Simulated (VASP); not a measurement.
# ZnO (P6_3mc) in VASP: further runs

ZnO is run at these levels: PBE; tasks: electric field gradients.

Program: VASP 6.6.1. These are calculated values, not measurements. Logs are shortened: lines on timing, memory, paths and dates and some standing lists are left out, and cuts for length are marked.

## Step 1: The cell of the first run

It takes space group P6_3mc (No. 186, hexagonal). The conventional cell has a = 3.292 Å, b = 3.292 Å, c = 5.272 Å, α = 90.00°, β = 90.00°, γ = 120.00°. Zn (site symmetry 3m) has 4 O at 2.00 to 2.01 Å within 2.6 Å. O (site symmetry 3m) has 4 Zn at 2.00 to 2.01 Å within 2.6 Å.

## Step 2: Electric field gradients, PBE (12.37 Å³/atom)

File INCAR:

```
  PREC = Accurate
  ENCUT = 520
  EDIFF = 1E-8
  ISMEAR = -1
  SIGMA = 0.02
  LREAL = F
  LASPH = T
  NELM = 80
  ALGO = Normal
  ISIF = 2
  LWAVE = F
  LCHARG = F
  GGA = PE
  LEFG = T
  NBANDS = 26
```

File KPOINTS:

```
regular mesh
0
Gamma
  11 11 6
```

File POSCAR:

```
ZnO
1.0
    3.2921588739      0.0000000000      0.0000000000
   -1.6460794369      2.8510932180      0.0000000000
    0.0000000000      0.0000000000      5.2722789056
Zn O
2 2
Direct
    0.3333333333      0.6666666667      0.0000000000
    0.6666666667      0.3333333333      0.5000000000
    0.3333333333      0.6666666667      0.3821000000
    0.6666666667      0.3333333333      0.8821000000
```

Potentials or basis: VASP PAW PBE potentials, release 64 (Zn, O).

Launch:

```sh
> cat potpaw_PBE.64/Zn/POTCAR potpaw_PBE.64/O/POTCAR > POTCAR
> mpirun -np 1 vasp_std > vasp.out
```

OUTCAR:

```text
PREC = Accurate
   ENCUT = 520
   EDIFF = 1E-8
   ISMEAR = -1
   LREAL = F
   LASPH = T
   NELM = 80
   ISIF = 2
   GGA = PE

 ion  position               nearest neighbor table
   1  0.333  0.667  0.000-   4 2.00   4 2.00   4 2.00   3 2.01
   2  0.667  0.333  0.500-   3 2.00   3 2.00   3 2.00   4 2.01
   3  0.333  0.667  0.382-   2 2.00   2 2.00   2 2.00   1 2.01
   4  0.667  0.333  0.882-   1 2.00   1 2.00   1 2.00   2 2.01

  LATTYP: Found a hexagonal cell.
 ALAT       =     3.2921588739
 C/A-ratio  =     1.6014655147

  Lattice vectors:

 A1 = (   3.2921588739,   0.0000000000,   0.0000000000)
 A2 = (  -1.6460794369,   2.8510932180,   0.0000000000)
 A3 = (   0.0000000000,   0.0000000000,   5.2722789056)

Analysis of symmetry for initial positions (statically):
=====================================================================
 Subroutine PRICEL returns:
 Original cell was already a primitive cell.

 Routine SETGRP: Setting up the symmetry group for a
 hexagonal supercell.

 Subroutine GETGRP returns: Found 12 space group operations
 (whereof  6 operations were pure point group operations)
 out of a pool of 24 trial point group operations.

The static configuration has the point symmetry C_3v.
 The point group associated with its full space group is C_6v.

Analysis of symmetry for dynamics (positions and initial velocities):
=====================================================================
 Subroutine PRICEL returns:
 Original cell was already a primitive cell.

 Routine SETGRP: Setting up the symmetry group for a
 hexagonal supercell.

 Subroutine GETGRP returns: Found 12 space group operations
 (whereof  6 operations were pure point group operations)
 out of a pool of 24 trial point group operations.

The dynamic configuration has the point symmetry C_3v.
 The point group associated with its full space group is C_6v.

 Subroutine INISYM returns: Found 12 space group operations
 (whereof  6 operations are pure point group operations),
 and found     1 'primitive' translations

----------------------------------------------------------------------------------------

                                     Primitive cell

  volume of cell :      49.4869

  direct lattice vectors                    reciprocal lattice vectors
     3.292158874  0.000000000  0.000000000     0.303752048  0.175371327  0.000000000
    -1.646079437  2.851093218  0.000000000     0.000000000  0.350742653  0.000000000
     0.000000000  0.000000000  5.272278906     0.000000000  0.000000000  0.189671301

  length of vectors
     3.292158874  3.292158874  5.272278906     0.350742653  0.350742653  0.189671301

  position of ions in fractional coordinates (direct lattice)
     0.333333333  0.666666667  0.000000000
     0.666666667  0.333333333  0.500000000
     0.333333333  0.666666667  0.382100000
     0.666666667  0.333333333  0.882100000

  ion indices of the primitive-cell ions
   primitive index   ion index
                 1           1
                 2           2
                 3           3
                 4           4

----------------------------------------------------------------------------------------

 KPOINTS: regular mesh

Automatic generation of k-mesh.
 Grid dimensions read from file:
 generate k-points for:   11   11    6

 Generating k-lattice:

  Cartesian coordinates                     Fractional coordinates (reciprocal lattice)
     0.027613823  0.015942848  0.000000000     0.090909091  0.000000000  0.000000000
     0.000000000  0.031885696  0.000000000     0.000000000  0.090909091  0.000000000
     0.000000000  0.000000000  0.031611884     0.000000000  0.000000000  0.166666667

  Length of vectors
     0.031885696  0.031885696  0.031611884

  Shift w.r.t. Gamma in fractional coordinates (k-lattice)
     0.000000000  0.000000000  0.000000000

 Subroutine IBZKPT returns following result:
 ===========================================

 Found     64 irreducible k-points:

 Following reciprocal coordinates:
            Coordinates               Weight
  0.000000  0.000000  0.000000      1.000000
  0.090909  0.000000  0.000000      6.000000
  0.181818  0.000000  0.000000      6.000000
  0.272727  0.000000  0.000000      6.000000
  0.363636  0.000000  0.000000      6.000000
  0.454545  0.000000  0.000000      6.000000
[... 16 lines left out ...]
  0.090909  0.090909  0.166667     12.000000
  0.181818  0.090909  0.166667     24.000000
 [... further k-points ...]
   k-points           NKPTS =     64   k-points in BZ     NKDIM =     64   number of bands    NBANDS=     26
   number of dos      NEDOS =    301   number of ions     NIONS =      4
   total plane-waves  NPLWV =  23040
   dimension x,y,z NGX =    24 NGY =   24 NGZ =   40
   dimension x,y,z NGXF=    48 NGYF=   48 NGZF=   80
   ions per type =               2   2
   NGX,Y,Z   is equivalent  to a cutoff of  12.12, 12.12, 12.61 a.u.
   NGXF,Y,Z  is equivalent  to a cutoff of  24.24, 24.24, 25.23 a.u.
 SYSTEM =  unknown system
   PREC   = accura    normal or accurate (medium, high low for compatibility)
   ISTART =      0    job   : 0-new  1-cont  2-samecut
   ICHARG =      2    charge: 1-file 2-atom 10-const
   ISPIN  =      1    spin polarized calculation?
   LNONCOLLINEAR =      F non collinear calculations
   LSORBIT =      F    spin-orbit coupling
   LASPH  =      T    aspherical Exc in radial PAW
   ENCUT  =  520.0 eV  38.22 Ry    6.18 a.u.   6.12  6.12  9.80*2*pi/ulx,y,z
   NELM   =     80;   NELMIN=  2; NELMDL= -5     # of ELM steps
   EDIFF  = 0.1E-07   stopping-criterion for ELM
   LREAL  =      F    real-space projection
   EDIFFG = 0.1E-06   stopping-criterion for IOM
   NSW    =      0    number of steps for IOM
   IBRION =     -1    ionic relax: 0-MD 1-quasi-New 2-CG
   NFREE  =      0    steps in history (QN), initial steepest desc. (CG)
   ISIF   =      2    stress and relaxation
   ISYM   =      2    0-nonsym 1-usesym 2-fastsym
   POTIM  = 0.5000    time-step for ionic-motion
   TEBEG  =    0.0;   TEEND  =   0.0 temperature during run
   PSTRESS=    0.0 pullay stress
   NELECT =      36.0000    total number of electrons
   NUPDOWN=      -1.0000    fix difference up-down
   EMIN   =  10.00;   EMAX   =-10.00  energy-range for DOS
   EFERMI =   0.00;   METHOD = LEGACY
   ISMEAR =    -1;   SIGMA  =   0.02  broadening in eV -4-tet -1-fermi 0-gaus
   EFERMI_NEDOS =   21; number of points for ismear=-14 and -15
   IALGO  =     38    algorithm
   IMIX   =      4    mixing-type and parameters
     AMIX     =   0.40;   BMIX     =  1.00
     AMIX_MAG =   1.60;   BMIX_MAG =  1.00
  volume/ion in A,a.u.               =      12.37        83.49
  Fermi-wavevector in a.u.,A,eV,Ry     =   1.472354  2.782345 29.495054  2.167825
  Thomas-Fermi vector in A             =   2.587378
   LORBIT       =      0    0 simple, 1 ext, 2 COOP (PROOUT), +10 PAW based schemes
   GGA     = PE    functional components
   LHFCALC =     F    Hartree Fock is set to
   AEXX    =    0.0000 exact exchange contribution
   IVDW    =     0    specifies the selected vdW correction
   LEPSILON=     F    determine dielectric tensor
   LRPA    =     F    only Hartree local field effects (RPA)
 non-spin polarized calculation
  energy-cutoff  :      520.00
  volume of cell :       49.49
 maximum number of plane-waves:      1349
   NGX = 13   NGY = 13   NGZ = 19

 number of electron      36.0000018 magnetization

 Free energy of the ion-electron system (eV)
  ---------------------------------------------------
  ext. energy  EPLUGINS =         0.00000000
  ---------------------------------------------------
  free energy    TOTEN  =       -17.86100933 eV

  energy without entropy =      -17.86100933  energy(sigma->0) =      -17.86100933

 E-fermi :   1.2448     XC(G=0): -10.7053

 val. band max:        0.8589758670   @ k =   0.0000   0.0000   0.0000
 cond. band min:       1.5910194646   @ k =   0.0000   0.0000   0.0000
 fundamental gap:      0.7320435977
 Fermi energy:         1.2448260867

 k-point     1 :       0.0000    0.0000    0.0000
  band No.  band energies     occupation
      1     -16.9262      2.00000
      2     -16.2553      2.00000
      3      -4.6662      2.00000
      4      -4.6662      2.00000
      5      -4.5879      2.00000
      6      -4.4933      2.00000
[... 18 lines left out ...]
     25      14.7049      0.00000
     26      14.7175      0.00000
[... 644 lines left out ...]
      4      -4.6536      2.00000
      5      -4.5107      2.00000
      6      -4.4432      2.00000
[... 18 lines left out ...]
     25      13.6810      0.00000
     26      15.1343      0.00000

 [... further k-points ...]
[... 5 lines left out ...]
  --------------------------------------------------------------------------------------
  -------------------------------------------------------------------------------------
  Total        0.0789348      0.0789348      0.2119272      0.0000000     -0.0000000     -0.0000000
  in kB        2.5555729      2.5555729      6.8613044      0.0000000     -0.0000000     -0.0000000
  external PRESSURE =       3.9908168 kB  Pullay stress =       0.0000000 kB

 VOLUME and BASIS-vectors are now :
 -----------------------------------------------------------------------------
  energy-cutoff  :      520.00
  volume of cell :       49.49
      direct lattice vectors                 reciprocal lattice vectors
     3.292158874  0.000000000  0.000000000     0.303752048  0.175371327  0.000000000
    -1.646079437  2.851093218  0.000000000     0.000000000  0.350742653  0.000000000
     0.000000000  0.000000000  5.272278906     0.000000000  0.000000000  0.189671301

 POSITION                                       TOTAL-FORCE (eV/Angst)
 -----------------------------------------------------------------------------------
     -0.00000      1.90073      0.00000         0.000000     -0.000000      0.032174
      1.64608      0.95036      2.63614        -0.000000      0.000000      0.032174
     -0.00000      1.90073      2.01454         0.000000      0.000000     -0.032174
      1.64608      0.95036      4.65068         0.000000      0.000000     -0.032174
 -----------------------------------------------------------------------------------
    total drift:                               -0.000001     -0.000001     -0.000705

  FREE ENERGIE OF THE ION-ELECTRON SYSTEM (eV)
  ---------------------------------------------------
  free  energy   TOTEN  =       -17.8610093330 eV

  energy  without entropy=      -17.8610093329  energy(sigma->0) =      -17.86100933

 Electric field gradients (V/A^2)
---------------------------------------------------------------------
 ion       V_xx      V_yy      V_zz      V_xy      V_xz      V_yz
---------------------------------------------------------------------
   1      -3.590    -3.586     7.176     0.003     0.000    -0.000
   2      -3.590    -3.586     7.176     0.003    -0.000     0.000
   3       1.704     1.699    -3.403    -0.005    -0.000     0.000
   4       1.704     1.699    -3.403    -0.005     0.000    -0.000
---------------------------------------------------------------------

 Electric field gradients after diagonalization (V/A^2)
 (convention: |V_zz| > |V_xx| > |V_yy|)
----------------------------------------------------------------------
 ion       V_xx      V_yy      V_zz     asymmetry (V_yy - V_xx)/ V_zz
----------------------------------------------------------------------
   1      -3.591    -3.585     7.176       0.001
   2      -3.591    -3.585     7.176       0.001
   3       1.707     1.696    -3.403       0.003
   4       1.707     1.696    -3.403       0.003
----------------------------------------------------------------------

           NMR quadrupolar parameters

 Cq : quadrupolar parameter    Cq=e*Q*V_zz/h
 eta: asymmetry parameters     (V_yy - V_xx)/ V_zz
 Q  : nuclear electric quadrupole moment in mb (millibarn)
----------------------------------------------------------------------
 ion       Cq(MHz)       eta       Q (mb)
----------------------------------------------------------------------
   1       0.017       0.001       1.000
   2       0.017       0.001       1.000
   3      -0.008       0.003       1.000
   4      -0.008       0.003       1.000
----------------------------------------------------------------------
```

Wall time 3.1 min (1 thread of AMD EPYC 7R13, shared host); peak memory 0.17 GiB.

Results:

```yaml
Free_energy: -17.8610 eV
Pressure: 0.4 GPa
Largest_force: 0.032 eV/Å
Band_gap_on_the_k_mesh: 0.73 eV
Largest_electric_field_gradient_by_atom: Zn +7.2; O -3.4 V/Å²
```

Forces in eV/Å, atoms in the order of the input:
```
Zn   0.000  0.000  0.032
Zn   0.000  0.000  0.032
O    0.000  0.000 -0.032
O    0.000  0.000 -0.032
```

Levels at points of the mesh, in eV from the valence-band top:
| k point | band 14 | band 15 | band 16 | band 17 | band 18 | band 19 | band 20 | band 21 | band 22 | band 23 |
| --- | --- | --- | --- | --- | --- | --- | --- | --- | --- | --- |
| (0.00, 0.00, 0.00) | -0.74 | -0.74 | -0.08 | 0.00 | 0.00 | 0.73 | 5.04 | 8.12 | 12.64 | 12.64 |
| (0.00, 0.00, 0.50) | -2.20 | -0.37 | -0.37 | -0.37 | -0.37 | 3.36 | 3.36 | 9.93 | 9.93 | 12.92 |

Electric field gradients, principal values (V/Å²):
```
atom   least  middle  greatest (by size)
1 Zn  -3.585  -3.591               7.176
2 Zn  -3.585  -3.591               7.176
 3 O   1.696   1.707              -3.403
 4 O   1.696   1.707              -3.403
```

Caveat: without QUAD_EFG the Cq values of the log hold for a quadrupole moment of 1 mb, not for the nuclei.

## Step 3: Electric field gradients, PBE (12.37 Å³/atom)

File INCAR:

```
SYSTEM = ZnO
  PREC = Accurate
  ENCUT = 520
  EDIFF = 1E-8
  ISMEAR = -1
  SIGMA = 0.02
  LREAL = .False.
  LASPH = .True.
  NELM = 60
  ALGO = Normal
  ISIF = 2
  LWAVE = .False.
  LCHARG = .False.
  GGA = PE
  LEFG = .True.
  NBANDS = 26
```

File KPOINTS:

```
regular mesh
0
Gamma
  11 11 6
  0 0 0
```

POSCAR is that of step 2.

Potentials or basis: VASP PAW PBE potentials, release 64 (Zn, O).

Launch:

```sh
> cat potpaw_PBE.64/Zn/POTCAR potpaw_PBE.64/O/POTCAR > POTCAR
> mpirun -np 1 vasp_std > vasp.out
```

OUTCAR:

```text
SYSTEM = ZnO
   PREC = Accurate
   ENCUT = 520
   EDIFF = 1E-8
   ISMEAR = -1
   LREAL = .False.
   LASPH = .True.
   NELM = 60
   ISIF = 2
   GGA = PE

 ion  position               nearest neighbor table
   1  0.333  0.667  0.000-   4 2.00   4 2.00   4 2.00   3 2.01
   2  0.667  0.333  0.500-   3 2.00   3 2.00   3 2.00   4 2.01
   3  0.333  0.667  0.382-   2 2.00   2 2.00   2 2.00   1 2.01
   4  0.667  0.333  0.882-   1 2.00   1 2.00   1 2.00   2 2.01

  LATTYP: Found a hexagonal cell.
 ALAT       =     3.2921588739
 C/A-ratio  =     1.6014655147

  Lattice vectors:

 A1 = (   3.2921588739,   0.0000000000,   0.0000000000)
 A2 = (  -1.6460794369,   2.8510932180,   0.0000000000)
 A3 = (   0.0000000000,   0.0000000000,   5.2722789056)

Analysis of symmetry for initial positions (statically):
=====================================================================
 Subroutine PRICEL returns:
 Original cell was already a primitive cell.

 Routine SETGRP: Setting up the symmetry group for a
 hexagonal supercell.

 Subroutine GETGRP returns: Found 12 space group operations
[... 896 lines left out ...]
     -0.00000      1.90073      0.00000         0.000000     -0.000000      0.032174
      1.64608      0.95036      2.63614        -0.000000      0.000000      0.032174
     -0.00000      1.90073      2.01454         0.000000      0.000000     -0.032174
      1.64608      0.95036      4.65068         0.000000      0.000000     -0.032174
 -----------------------------------------------------------------------------------
    total drift:                               -0.000001     -0.000001     -0.000705

  FREE ENERGIE OF THE ION-ELECTRON SYSTEM (eV)
  ---------------------------------------------------
  free  energy   TOTEN  =       -17.8610093330 eV

  energy  without entropy=      -17.8610093329  energy(sigma->0) =      -17.86100933

 Electric field gradients (V/A^2)
---------------------------------------------------------------------
 ion       V_xx      V_yy      V_zz      V_xy      V_xz      V_yz
---------------------------------------------------------------------
   1      -3.590    -3.586     7.176     0.003     0.000    -0.000
   2      -3.590    -3.586     7.176     0.003    -0.000     0.000
   3       1.704     1.699    -3.403    -0.005    -0.000     0.000
   4       1.704     1.699    -3.403    -0.005     0.000    -0.000
---------------------------------------------------------------------

 Electric field gradients after diagonalization (V/A^2)
 (convention: |V_zz| > |V_xx| > |V_yy|)
----------------------------------------------------------------------
 ion       V_xx      V_yy      V_zz     asymmetry (V_yy - V_xx)/ V_zz
----------------------------------------------------------------------
   1      -3.591    -3.585     7.176       0.001
   2      -3.591    -3.585     7.176       0.001
   3       1.707     1.696    -3.403       0.003
   4       1.707     1.696    -3.403       0.003
----------------------------------------------------------------------

           NMR quadrupolar parameters

 Cq : quadrupolar parameter    Cq=e*Q*V_zz/h
 eta: asymmetry parameters     (V_yy - V_xx)/ V_zz
 Q  : nuclear electric quadrupole moment in mb (millibarn)
----------------------------------------------------------------------
 ion       Cq(MHz)       eta       Q (mb)
----------------------------------------------------------------------
   1       0.017       0.001       1.000
   2       0.017       0.001       1.000
   3      -0.008       0.003       1.000
   4      -0.008       0.003       1.000
----------------------------------------------------------------------
```

stdout:

```text
POSCAR found type information on POSCAR ZnO
 POSCAR found :  2 types and       4 ions
 scaLAPACK will be used
 LDA part: xc-table for (Slater+PW92), standard interpolation
 POSCAR, INCAR and KPOINTS ok, starting setup
 FFT: planning ... GRIDC
 FFT: planning ... GRID_SOFT
 FFT: planning ... GRID
 WAVECAR not read
 entering main loop
ion   1

ion   2

ion   3

ion   4
```

Run time: 2.9 min. Hardware: 1 thread of AMD EPYC 7R13, shared host; peak memory 0.17 GiB.

Results:

| Quantity | Value |
| --- | --- |
| Free energy | -17.8610 eV |
| Pressure | 0.4 GPa |
| Largest force | 0.032 eV/Å |
| Band gap on the k mesh | 0.73 eV |
| Largest electric field gradient by atom | Zn +7.2; O -3.4 V/Å² |

Forces on the atoms (eV/Å):
```
Zn   0.000  0.000  0.032
Zn   0.000  0.000  0.032
O    0.000  0.000 -0.032
O    0.000  0.000 -0.032
```

Electric field gradients, principal values (V/Å²):
| atom | least | middle | greatest (by size) |
| --- | --- | --- | --- |
| 1 Zn | -3.585 | -3.591 | 7.176 |
| 2 Zn | -3.585 | -3.591 | 7.176 |
| 3 O | 1.696 | 1.707 | -3.403 |
| 4 O | 1.696 | 1.707 | -3.403 |

Caveat: without QUAD_EFG the Cq values of the log hold for a quadrupole moment of 1 mb, not for the nuclei.
